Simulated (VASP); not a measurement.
# Al (P-1) in VASP: notebook, part 2 of 2

VASP 6.6.1. Earlier steps stand in the parts before.

## Step 3: Single point, PBE+D3(BJ) (the part above a cut slid along it)

Input file INCAR:

```
PREC = Accurate
ENCUT = 520
EDIFF = 1E-7
ISMEAR = 0
SIGMA = 0.15
LREAL = F
LASPH = T
NELM = 60
ALGO = Fast
ISIF = 2
LWAVE = F
LCHARG = T
GGA = PE
IVDW = 12
LELF = T
LVHAR = T
NBANDS = 18
```

Input file KPOINTS:

```
regular mesh
0
Gamma
  18 18 3
```

Input file POSCAR:

```
Al
1.0
   -2.8035700760      0.0000000000      0.0000000000
   -1.4017850380     -2.4279629071      0.0000000000
   -0.7787694656     -0.8093209690     14.0252688885
Al
6
Direct
    0.6574055556      0.6388833333      0.0833500000
    0.6203685185      0.5277722222      0.4166833333
    0.5833314815      0.4166611111      0.7500166667
    0.2314796296      0.0277722222      0.9166833333
    0.3055537037      0.2499944444      0.2500166667
    0.2685166667      0.1388833333      0.5833500000
```

Potentials or basis: VASP PAW PBE potentials, release 64 (Al).

On the command line:

```console
cat potpaw_PBE.64/Al/POTCAR > POTCAR
mpirun -np 1 vasp_std > vasp.out
```

OUTCAR:

```text
PREC = Accurate
   ENCUT = 520
   EDIFF = 1E-7
   ISMEAR = 0
   LREAL = F
   LASPH = T
   NELM = 60
   ISIF = 2
   GGA = PE
   IVDW = 12
 IVDW          = 12

 ion  position               nearest neighbor table
   1  0.657  0.639  0.083-   4 2.59   5 2.84   5 2.84   5 2.84   4 2.91   4 3.20
   2  0.620  0.528  0.417-   5 2.84   5 2.84   5 2.84   6 2.84   6 2.84   6 2.84
   3  0.583  0.417  0.750-   4 2.84   4 2.84   4 2.84   6 2.84   6 2.84   6 2.84
   4  0.231  0.028  0.917-   1 2.59   3 2.84   3 2.84   3 2.84   1 2.91   1 3.20
   5  0.306  0.250  0.250-   2 2.84   2 2.84   2 2.84   1 2.84   1 2.84   1 2.84
   6  0.269  0.139  0.583-   2 2.84   3 2.84   2 2.84   3 2.84   3 2.84   2 2.84

  LATTYP: Found a triclinic cell.
 ALAT       =     2.8035700760
 B/A-ratio  =     1.7320508076
 C/A-ratio  =     5.5445935216
 COS(alpha) =     0.0173547519
 COS(beta)  =     0.2304547255
 COS(gamma) =     0.8660254038

  Lattice vectors:

 A1 = (   2.8035700760,   0.0000000000,   0.0000000000)
 A2 = (   4.2053551140,  -2.4279629071,   0.0000000000)
 A3 = (   3.5823395416,   5.6652467832, -14.0252688885)

Analysis of symmetry for initial positions (statically):
=====================================================================
 Subroutine PRICEL returns:
 Original cell was already a primitive cell.

 Routine SETGRP: Setting up the symmetry group for a
 triclinic supercell.

 Subroutine GETGRP returns: Found  2 space group operations
 (whereof  1 operations were pure point group operations)
 out of a pool of  2 trial point group operations.

The static configuration has the point symmetry C_1 .
 The point group associated with its full space group is S_2 .

Analysis of symmetry for dynamics (positions and initial velocities):
=====================================================================
 Subroutine PRICEL returns:
 Original cell was already a primitive cell.

 Routine SETGRP: Setting up the symmetry group for a
 triclinic supercell.

 Subroutine GETGRP returns: Found  2 space group operations
 (whereof  1 operations were pure point group operations)
 out of a pool of  2 trial point group operations.

The dynamic configuration has the point symmetry C_1 .
 The point group associated with its full space group is S_2 .

 Subroutine INISYM returns: Found  2 space group operations
 (whereof  1 operations are pure point group operations),
 and found     1 'primitive' translations

----------------------------------------------------------------------------------------

                                     Primitive cell

  volume of cell :      95.4695

  direct lattice vectors                    reciprocal lattice vectors
    -2.803570076  0.000000000  0.000000000    -0.356688070  0.205933953 -0.007922209
    -1.401785038 -2.427962907  0.000000000     0.000000000 -0.411867907 -0.023766627
    -0.778769466 -0.809320969 14.025268888     0.000000000  0.000000000  0.071299881

  length of vectors
     2.803570076  2.803570076 14.070168787     0.411944091  0.412553057  0.071299881

  position of ions in fractional coordinates (direct lattice)
     0.657405556  0.638883333  0.083350000
     0.620368519  0.527772222  0.416683333
[... 43 lines left out ...]
  0.055556 -0.000000  0.000000      2.000000
  0.111111 -0.000000  0.000000      2.000000
  0.166667 -0.000000  0.000000      2.000000
  0.222222 -0.000000 -0.000000      2.000000
  0.277778  0.000000  0.000000      2.000000
[... 16 lines left out ...]
 -0.333333  0.055556 -0.000000      2.000000
 -0.277778  0.055556  0.000000      2.000000
 [... further k-points ...]
   k-points           NKPTS =    488   k-points in BZ     NKDIM =    488   number of bands    NBANDS=     18
   number of dos      NEDOS =    301   number of ions     NIONS =      6
   total plane-waves  NPLWV =  62208
   dimension x,y,z NGX =    24 NGY =   24 NGZ =  108
   dimension x,y,z NGXF=    48 NGYF=   48 NGZF=  216
   ions per type =               6
   NGX,Y,Z   is equivalent  to a cutoff of  14.23, 14.23, 12.76 a.u.
   NGXF,Y,Z  is equivalent  to a cutoff of  28.46, 28.46, 25.52 a.u.
 SYSTEM =  unknown system
   PREC   = accura    normal or accurate (medium, high low for compatibility)
   ISTART =      0    job   : 0-new  1-cont  2-samecut
   ICHARG =      2    charge: 1-file 2-atom 10-const
   ISPIN  =      1    spin polarized calculation?
   LNONCOLLINEAR =      F non collinear calculations
   LSORBIT =      F    spin-orbit coupling
   LASPH  =      T    aspherical Exc in radial PAW
   ENCUT  =  520.0 eV  38.22 Ry    6.18 a.u.   5.21  5.21 26.16*2*pi/ulx,y,z
   NELM   =     60;   NELMIN=  2; NELMDL= -5     # of ELM steps
   EDIFF  = 0.1E-06   stopping-criterion for ELM
   LREAL  =      F    real-space projection
   EDIFFG = 0.1E-05   stopping-criterion for IOM
   NSW    =      0    number of steps for IOM
   IBRION =     -1    ionic relax: 0-MD 1-quasi-New 2-CG
   NFREE  =      0    steps in history (QN), initial steepest desc. (CG)
   ISIF   =      2    stress and relaxation
   ISYM   =      2    0-nonsym 1-usesym 2-fastsym
   POTIM  = 0.5000    time-step for ionic-motion
   TEBEG  =    0.0;   TEEND  =   0.0 temperature during run
   PSTRESS=    0.0 pullay stress
   NELECT =      18.0000    total number of electrons
   NUPDOWN=      -1.0000    fix difference up-down
   EMIN   =  10.00;   EMAX   =-10.00  energy-range for DOS
   EFERMI =   0.00;   METHOD = LEGACY
   ISMEAR =     0;   SIGMA  =   0.15  broadening in eV -4-tet -1-fermi 0-gaus
   EFERMI_NEDOS =   21; number of points for ismear=-14 and -15
   IALGO  =     68    algorithm
   IMIX   =      4    mixing-type and parameters
     AMIX     =   0.40;   BMIX     =  1.00
     AMIX_MAG =   1.60;   BMIX_MAG =  1.00
  volume/ion in A,a.u.               =      15.91       107.38
  Fermi-wavevector in a.u.,A,eV,Ry     =   0.938737  1.773956 11.989833  0.881228
  Thomas-Fermi vector in A             =   2.065979
   LORBIT       =      0    0 simple, 1 ext, 2 COOP (PROOUT), +10 PAW based schemes
   GGA     = PE    functional components
   LHFCALC =     F    Hartree Fock is set to
   AEXX    =    0.0000 exact exchange contribution
   IVDW    =    12    specifies the selected vdW correction
   LEPSILON=     F    determine dielectric tensor
   LRPA    =     F    only Hartree local field effects (RPA)
 non-spin polarized calculation
 RMM-DIIS sequential band-by-band and
 Gauss-broadening in eV      SIGMA  =   0.15
  energy-cutoff  :      520.00
  volume of cell :       95.47
 maximum number of plane-waves:      2593
 NGX is ok and might be reduce to    24
   NGX = 11   NGY = 11   NGZ = 53

 number of electron      18.0000000 magnetization

 Free energy of the ion-electron system (eV)
  ---------------------------------------------------
  ext. energy  EPLUGINS =         0.00000000
  ---------------------------------------------------
  free energy    TOTEN  =       -22.21632706 eV

  energy without entropy =      -22.19020200  energy(sigma->0) =      -22.20326453

 E-fermi :   8.3769     XC(G=0): -10.3283

 val. band max:        8.3704515978   @ k =  -0.3333   0.2222   0.0000
 cond. band min:       8.3777907952   @ k =   0.1667  -0.3333   0.3333
 fundamental gap:      0.0073391974
 Fermi energy:         8.3769278871

 k-point     1 :       0.0000    0.0000    0.0000
  band No.  band energies     occupation
      1      -3.0069      2.00000
      2      -2.2615      2.00000
      3      -2.2511      2.00000
      4      -0.0307      2.00000
      5      -0.0277      2.00000
      6       3.5288      2.00000
[... 481 lines left out ...]
      5       2.3338      2.00000
      6       5.7365      2.00000
[... 10 lines left out ...]
     17      14.6887      0.00000
     18      15.1920      0.00000

 [... further k-points ...]

------------------------ aborting loop because EDIFF is reached ----------------------------------------

 Edisp (eV)   -2.09559

 E8    (eV) :    -0.9376

  FORCE on cell =-STRESS in cart. coord.  units (eV):
  Direction    XX          YY          ZZ          XY          YZ          ZX
  --------------------------------------------------------------------------------------
  -------------------------------------------------------------------------------------
  Total       0.27007     0.50986     0.01177     0.06087     0.47661    -0.89526
  in kB       4.53240     8.55650     0.19746     1.02156     7.99843   -15.02430
  external pressure =        4.43 kB  Pullay stress =        0.00 kB

 VOLUME and BASIS-vectors are now :
 -----------------------------------------------------------------------------
  energy-cutoff  :      520.00
  volume of cell :       95.47
      direct lattice vectors                 reciprocal lattice vectors
    -2.803570076  0.000000000  0.000000000    -0.356688070  0.205933953 -0.007922209
    -1.401785038 -2.427962907  0.000000000     0.000000000 -0.411867907 -0.023766627
    -0.778769466 -0.809320969 14.025268888     0.000000000  0.000000000  0.071299881

 POSITION                                       TOTAL-FORCE (eV/Angst)
 -----------------------------------------------------------------------------------
     -2.80357     -1.61864      1.16901        -0.275825      0.202954      0.312435
     -2.80357     -1.61864      5.84410        -0.005205      0.006728      0.010539
     -2.80357     -1.61864     10.51919         0.014115      0.018625      0.026577
     -1.40179     -0.80932     12.85673         0.275825     -0.202954     -0.312435
     -1.40179     -0.80932      3.50655        -0.014115     -0.018625     -0.026577
     -1.40179     -0.80932      8.18164         0.005205     -0.006728     -0.010539
 -----------------------------------------------------------------------------------
    total drift:                                0.000000      0.000000      0.000000

  FREE ENERGIE OF THE ION-ELECTRON SYSTEM (eV)
  ---------------------------------------------------
  free  energy   TOTEN  =       -24.3119192892 eV

  energy  without entropy=      -24.2857942294  energy(sigma->0) =      -24.29885676
```

OSZICAR:

```text
N       E                     dE             d eps       ncg     rms          rms(c)
DAV:   1     0.135791161643E+02    0.13579E+02   -0.63312E+03 17568   0.804E+02
DAV:   2    -0.210680093018E+02   -0.34647E+02   -0.32858E+02 22564   0.104E+02
DAV:   3    -0.223476451183E+02   -0.12796E+01   -0.12469E+01 23382   0.162E+01
DAV:   4    -0.223611337686E+02   -0.13489E-01   -0.13442E-01 22256   0.178E+00
DAV:   5    -0.223612529866E+02   -0.11922E-03   -0.11921E-03 22696   0.196E-01    0.332E+00
RMM:   6    -0.222770084056E+02    0.84245E-01   -0.87085E-03 18118   0.494E-01    0.194E+00
RMM:   7    -0.222276098814E+02    0.49399E-01   -0.21451E-02 19792   0.737E-01    0.329E-01
RMM:   8    -0.222168546949E+02    0.10755E-01   -0.16538E-03 19623   0.202E-01    0.225E-01
RMM:   9    -0.222163966765E+02    0.45802E-03   -0.36167E-04 20692   0.942E-02    0.521E-02
RMM:  10    -0.222163274588E+02    0.69218E-04   -0.11967E-04 20834   0.552E-02    0.199E-02
RMM:  11    -0.222163301460E+02   -0.26872E-05   -0.26869E-05 21466   0.334E-02    0.818E-03
RMM:  12    -0.222163286569E+02    0.14891E-05   -0.50467E-06 21322   0.115E-02    0.416E-03
RMM:  13    -0.222163272839E+02    0.13730E-05   -0.11874E-06 21326   0.707E-03    0.447E-03
RMM:  14    -0.222163269324E+02    0.35147E-06   -0.31364E-07 16787   0.320E-03    0.342E-03
RMM:  15    -0.222163270860E+02   -0.15355E-06   -0.76909E-08 12185   0.191E-03    0.181E-03
RMM:  16    -0.222163270614E+02    0.24542E-07   -0.24587E-08 10162   0.104E-03
   1 F= -.24311919E+02 E0= -.24298857E+02  d E =-.261251E-01
```

stdout:

```text
POSCAR found type information on POSCAR Al
 POSCAR found :  1 types and       6 ions
 scaLAPACK will be used
 LDA part: xc-table for (Slater+PW92), standard interpolation
 POSCAR, INCAR and KPOINTS ok, starting setup
 FFT: planning ... GRIDC
 FFT: planning ... GRID_SOFT
 FFT: planning ... GRID
 WAVECAR not read
 entering main loop
```

Run time: 21 min. Hardware: 1 thread of Intel Xeon 8259CL, shared host; peak memory 0.69 GiB.

Results:

| Quantity | Value |
| --- | --- |
| Free energy | -24.3119 eV |
| Pressure | 0.4 GPa |
| Largest force | 0.464 eV/Å |
| Band gap on the k mesh | zero (bands 9 and 10 overlap by 5.47 eV) |
| Dispersion energy per atom | -0.349 eV |

Forces on the atoms (eV/Å):
```
Al  -0.276  0.203  0.312
Al  -0.005  0.007  0.011
Al   0.014  0.019  0.027
Al   0.276 -0.203 -0.312
Al  -0.014 -0.019 -0.027
Al   0.005 -0.007 -0.011
```

Caveat: the cell differs from its parent crystal (the part above a cut slid along it).
